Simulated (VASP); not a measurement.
# Pt (Pm-3m) in VASP: a series of runs

The runs below take Pt through single point, with PBEsol.

Everything below comes from runs of VASP 6.6.1. Logs are shortened: lines on timing, memory, paths and dates and some standing lists are left out, and cuts for length are marked.

## 1. The cell of the first run

Symmetry: Pm-3m, No. 221, cubic system. The conventional cell has a = 2.477 Å, b = 2.477 Å, c = 2.477 Å, α = 90.00°, β = 90.00°, γ = 90.00°. Within 3.3 Å of Pt (site symmetry m-3m) lie 6 Pt at 2.48 Å.

## 2. Single point, PBEsol

Contents of INCAR:

```
SYSTEM = Pt
PREC     = Accurate       ! precision mode
ENCUT    = 520            ! plane-wave cutoff, eV
EDIFF    = 1E-6           ! SCF threshold, eV
ISMEAR   = 1              ! smearing method
SIGMA    = 0.05           ! smearing width, eV
LREAL    = .FALSE.        ! projectors in reciprocal space
LASPH    = .TRUE.         ! aspherical terms in the spheres
NELM     = 80             ! most SCF steps
ALGO     = Normal         ! electronic algorithm
ISIF     = 2              ! what is computed and relaxed
LWAVE    = .FALSE.        ! write WAVECAR
LCHARG   = .TRUE.         ! write CHGCAR
GGA      = PS             ! functional
LELF     = .TRUE.         ! ELF
LVHAR    = .TRUE.       
NBANDS   = 11             ! bands
```

Contents of KPOINTS:

```
regular mesh
0
G
  9 9 9
  0 0 0
```

Contents of POSCAR:

```
Pt
1.0
    2.4765421995      0.0000000000      0.0000000000
    0.0000000000      2.4765421995      0.0000000000
    0.0000000000      0.0000000000      2.4765421995
Pt
1
Direct
    0.0000000000      0.0000000000      0.0000000000
```

Potentials or basis: VASP PAW PBE potentials, release 64 (Pt).

Run with:

```console
cat potpaw_PBE.64/Pt/POTCAR > POTCAR
mpirun -np 1 vasp_std > vasp.out
```

OUTCAR:

```text
SYSTEM = Pt
   PREC = Accurate
   ENCUT = 520
   EDIFF = 1E-6
   ISMEAR = 1
   LREAL = .FALSE.
   LASPH = .TRUE.
   NELM = 80
   ISIF = 2
   GGA = PS

 ion  position               nearest neighbor table
   1  0.000  0.000  0.000-

  LATTYP: Found a simple cubic cell.
 ALAT       =     2.4765421995

  Lattice vectors:

 A1 = (   2.4765421995,   0.0000000000,   0.0000000000)
 A2 = (   0.0000000000,   2.4765421995,   0.0000000000)
 A3 = (   0.0000000000,   0.0000000000,   2.4765421995)

Analysis of symmetry for initial positions (statically):
=====================================================================
 Subroutine PRICEL returns:
 Original cell was already a primitive cell.

 Routine SETGRP: Setting up the symmetry group for a
 simple cubic supercell.

 Subroutine GETGRP returns: Found 48 space group operations
 (whereof 48 operations were pure point group operations)
 out of a pool of 48 trial point group operations.

The static configuration has the point symmetry O_h .

Analysis of symmetry for dynamics (positions and initial velocities):
=====================================================================
 Subroutine PRICEL returns:
 Original cell was already a primitive cell.

 Routine SETGRP: Setting up the symmetry group for a
 simple cubic supercell.

 Subroutine GETGRP returns: Found 48 space group operations
 (whereof 48 operations were pure point group operations)
 out of a pool of 48 trial point group operations.

The dynamic configuration has the point symmetry O_h .

 Subroutine INISYM returns: Found 48 space group operations
 (whereof 48 operations are pure point group operations),
 and found     1 'primitive' translations

----------------------------------------------------------------------------------------

                                     Primitive cell

  volume of cell :      15.1893

  direct lattice vectors                    reciprocal lattice vectors
     2.476542199  0.000000000  0.000000000     0.403788799  0.000000000  0.000000000
     0.000000000  2.476542199  0.000000000     0.000000000  0.403788799  0.000000000
     0.000000000  0.000000000  2.476542199     0.000000000  0.000000000  0.403788799

  length of vectors
     2.476542199  2.476542199  2.476542199     0.403788799  0.403788799  0.403788799

  position of ions in fractional coordinates (direct lattice)
     0.000000000  0.000000000  0.000000000

  ion indices of the primitive-cell ions
   primitive index   ion index
                 1           1

----------------------------------------------------------------------------------------

 KPOINTS: regular mesh

Automatic generation of k-mesh.
 Grid dimensions read from file:
 generate k-points for:    9    9    9

 Generating k-lattice:

  Cartesian coordinates                     Fractional coordinates (reciprocal lattice)
     0.044865422  0.000000000  0.000000000     0.111111111  0.000000000  0.000000000
     0.000000000  0.044865422  0.000000000     0.000000000  0.111111111  0.000000000
     0.000000000  0.000000000  0.044865422     0.000000000  0.000000000  0.111111111

  Length of vectors
     0.044865422  0.044865422  0.044865422

  Shift w.r.t. Gamma in fractional coordinates (k-lattice)
     0.000000000  0.000000000  0.000000000

 Subroutine IBZKPT returns following result:
 ===========================================

 Found     35 irreducible k-points:

 Following reciprocal coordinates:
            Coordinates               Weight
  0.000000  0.000000  0.000000      1.000000
  0.111111  0.000000  0.000000      6.000000
  0.222222  0.000000  0.000000      6.000000
  0.333333  0.000000  0.000000      6.000000
  0.444444  0.000000  0.000000      6.000000
  0.111111  0.111111  0.000000     12.000000
[... 16 lines left out ...]
  0.333333  0.333333  0.111111     24.000000
  0.444444  0.333333  0.111111     48.000000
 [... further k-points ...]
   k-points           NKPTS =     35   k-points in BZ     NKDIM =     35   number of bands    NBANDS=     11
   number of dos      NEDOS =    301   number of ions     NIONS =      1
   total plane-waves  NPLWV =   5832
   dimension x,y,z NGX =    18 NGY =   18 NGZ =   18
   dimension x,y,z NGXF=    36 NGYF=   36 NGZF=   36
   ions per type =               1
   NGX,Y,Z   is equivalent  to a cutoff of  12.08, 12.08, 12.08 a.u.
   NGXF,Y,Z  is equivalent  to a cutoff of  24.17, 24.17, 24.17 a.u.
 SYSTEM =  Pt
   PREC   = accura    normal or accurate (medium, high low for compatibility)
   ISTART =      0    job   : 0-new  1-cont  2-samecut
   ICHARG =      2    charge: 1-file 2-atom 10-const
   ISPIN  =      1    spin polarized calculation?
   LNONCOLLINEAR =      F non collinear calculations
   LSORBIT =      F    spin-orbit coupling
   LASPH  =      T    aspherical Exc in radial PAW
   ENCUT  =  520.0 eV  38.22 Ry    6.18 a.u.   4.60  4.60  4.60*2*pi/ulx,y,z
   NELM   =     80;   NELMIN=  2; NELMDL= -5     # of ELM steps
   EDIFF  = 0.1E-05   stopping-criterion for ELM
   LREAL  =      F    real-space projection
   EDIFFG = 0.1E-04   stopping-criterion for IOM
   NSW    =      0    number of steps for IOM
   IBRION =     -1    ionic relax: 0-MD 1-quasi-New 2-CG
   NFREE  =      0    steps in history (QN), initial steepest desc. (CG)
   ISIF   =      2    stress and relaxation
   ISYM   =      2    0-nonsym 1-usesym 2-fastsym
   POTIM  = 0.5000    time-step for ionic-motion
   TEBEG  =    0.0;   TEEND  =   0.0 temperature during run
   PSTRESS=    0.0 pullay stress
   NELECT =      10.0000    total number of electrons
   NUPDOWN=      -1.0000    fix difference up-down
   EMIN   =  10.00;   EMAX   =-10.00  energy-range for DOS
   EFERMI =   0.00;   METHOD = LEGACY
   ISMEAR =     1;   SIGMA  =   0.05  broadening in eV -4-tet -1-fermi 0-gaus
   EFERMI_NEDOS =   21; number of points for ismear=-14 and -15
   IALGO  =     38    algorithm
   IMIX   =      4    mixing-type and parameters
     AMIX     =   0.40;   BMIX     =  1.00
     AMIX_MAG =   1.60;   BMIX_MAG =  1.00
  volume/ion in A,a.u.               =      15.19       102.50
  Fermi-wavevector in a.u.,A,eV,Ry     =   1.424172  2.691295 27.596231  2.028266
  Thomas-Fermi vector in A             =   2.544691
   LORBIT       =      0    0 simple, 1 ext, 2 COOP (PROOUT), +10 PAW based schemes
   GGA     = PS    functional components
   LHFCALC =     F    Hartree Fock is set to
   AEXX    =    0.0000 exact exchange contribution
   IVDW    =     0    specifies the selected vdW correction
   LEPSILON=     F    determine dielectric tensor
   LRPA    =     F    only Hartree local field effects (RPA)
 non-spin polarized calculation
 Methfessel and Paxton  Order N= 1 SIGMA  =   0.05
  energy-cutoff  :      520.00
  volume of cell :       15.19
 maximum number of plane-waves:       437
   NGX =  9   NGY =  9   NGZ =  9

 number of electron      10.0000000 magnetization

 number of electron       9.9999999 magnetization

 Free energy of the ion-electron system (eV)
  ---------------------------------------------------
  ext. energy  EPLUGINS =         0.00000000
  ---------------------------------------------------
  free energy    TOTEN  =        -6.18410007 eV

  energy without entropy =       -6.18394281  energy(sigma->0) =       -6.18404765

 E-fermi :  10.9120     XC(G=0): -13.4462

 val. band max:       10.9045286184   @ k =   0.3333   0.1111   0.1111
 cond. band min:      10.9782836739   @ k =   0.4444   0.1111   0.1111
 fundamental gap:      0.0737550555
 Fermi energy:        10.9120452854

 k-point     1 :       0.0000    0.0000    0.0000
  band No.  band energies     occupation
      1       0.8581      2.00000
      2       3.7617      2.00000
      3       3.7617      2.00000
      4      11.4767     -0.00000
      5      11.4767     -0.00000
      6      11.4767     -0.00000
      7      27.0842      0.00000
      8      27.0842      0.00000
      9      27.0842      0.00000
     10      33.7310      0.00000
     11      36.6201      0.00000

 k-point     2 :       0.1111    0.0000    0.0000
  band No.  band energies     occupation
      1       1.2540      2.00000
      2       3.8439      2.00000
      3       4.1727      2.00000
      4      11.0547     -0.00042
      5      11.0547     -0.00042
      6      11.5098     -0.00000
      7      24.9015      0.00000
      8      27.8282      0.00000
      9      27.8282      0.00000
     10      34.0306      0.00000
     11      34.8594      0.00000

 k-point     3 :       0.2222    0.0000    0.0000
  band No.  band energies     occupation
      1       2.1771      2.00000
      2       4.0582      2.00000
      3       5.4808      2.00000
      4      10.1098      2.00000
      5      10.1098      2.00000
      6      11.5943     -0.00000
      7      21.5045      0.00000
      8      29.6530      0.00000
      9      29.6530      0.00000
     10      30.9803      0.00000
     11      35.0254      0.00000

 k-point     4 :       0.3333    0.0000    0.0000
  band No.  band energies     occupation
      1       3.1316      2.00000
      2       4.3149      2.00000
      3       7.5377      2.00000
      4       9.1890      2.00000
      5       9.1890      2.00000
      6      11.6922     -0.00000
      7      18.6404      0.00000
      8      28.7331      0.00000
      9      31.7869      0.00000
     10      31.7869      0.00000
     11      33.7324      0.00000
[... 239 lines left out ...]
 k-point    22 :       0.4444    0.2222    0.1111
  band No.  band energies     occupation
      1       5.1272      2.00000
      2       5.5467      2.00000
      3       6.9316      2.00000
      4       7.9698      2.00000
      5      10.1016      2.00000
      6      13.0718      0.00000
      7      17.6545      0.00000
      8      27.5776      0.00000
      9      29.4868      0.00000
     10      30.6184      0.00000
     11      35.2731      0.00000

 k-point    23 :       0.3333    0.3333    0.1111
  band No.  band energies     occupation
      1       4.6850      2.00000
      2       5.4178      2.00000
      3       8.4876      2.00000
      4       8.5368      2.00000
      5       9.6957      2.00000
      6      11.2509     -0.00000
      7      20.9394      0.00000
      8      23.8232      0.00000
      9      29.7722      0.00000
     10      31.7688      0.00000
     11      36.0568      0.00000

 k-point    24 :       0.4444    0.3333    0.1111
  band No.  band energies     occupation
      1       4.3208      2.00000
      2       5.5763      2.00000
      3       8.1622      2.00000
      4       8.6683      2.00000
      5      10.2888      2.00000
      6      14.1626      0.00000
      7      18.1043      0.00000
      8      25.0676      0.00000
      9      27.4134      0.00000
     10      31.5854      0.00000
     11      35.2577      0.00000

 [... further k-points ...]
[... 5 lines left out ...]
  --------------------------------------------------------------------------------------
  -------------------------------------------------------------------------------------
  Total        3.7387175      3.7387175      3.7387175      0.0000000      0.0000000      0.0000000
  in kB      394.3628890    394.3628890    394.3628890      0.0000000      0.0000000      0.0000000
  external PRESSURE =     394.3628890 kB  Pullay stress =       0.0000000 kB

 VOLUME and BASIS-vectors are now :
 -----------------------------------------------------------------------------
  energy-cutoff  :      520.00
  volume of cell :       15.19
      direct lattice vectors                 reciprocal lattice vectors
     2.476542199  0.000000000  0.000000000     0.403788799  0.000000000  0.000000000
     0.000000000  2.476542199  0.000000000     0.000000000  0.403788799  0.000000000
     0.000000000  0.000000000  2.476542199     0.000000000  0.000000000  0.403788799

 POSITION                                       TOTAL-FORCE (eV/Angst)
 -----------------------------------------------------------------------------------
      0.00000      0.00000      0.00000         0.000000      0.000000      0.000000
 -----------------------------------------------------------------------------------
    total drift:                                0.000000      0.000000      0.000000

  FREE ENERGIE OF THE ION-ELECTRON SYSTEM (eV)
  ---------------------------------------------------
  free  energy   TOTEN  =        -6.1841000693 eV

  energy  without entropy=       -6.1839428087  energy(sigma->0) =       -6.18404765
```

Wall time 4.7 s (1 thread of Intel Xeon Platinum 8488C (Sapphire Rapids), shared host); peak memory 0.12 GiB.

What came out:

| Item | Value |
| --- | --- |
| Free energy | -6.1841 eV |
| Pressure | 39.4 GPa |
| Band gap on the k mesh | zero (band 5 reaches 13.15 eV, above the bottom of band 6 at 9.63 eV) |

Caveat: the PAW data sets were made with another functional, which shifts forces and pressure a little; spin-orbit coupling is left out, which moves the levels of the heavy elements.

(Part 1 of 2 ends here.)
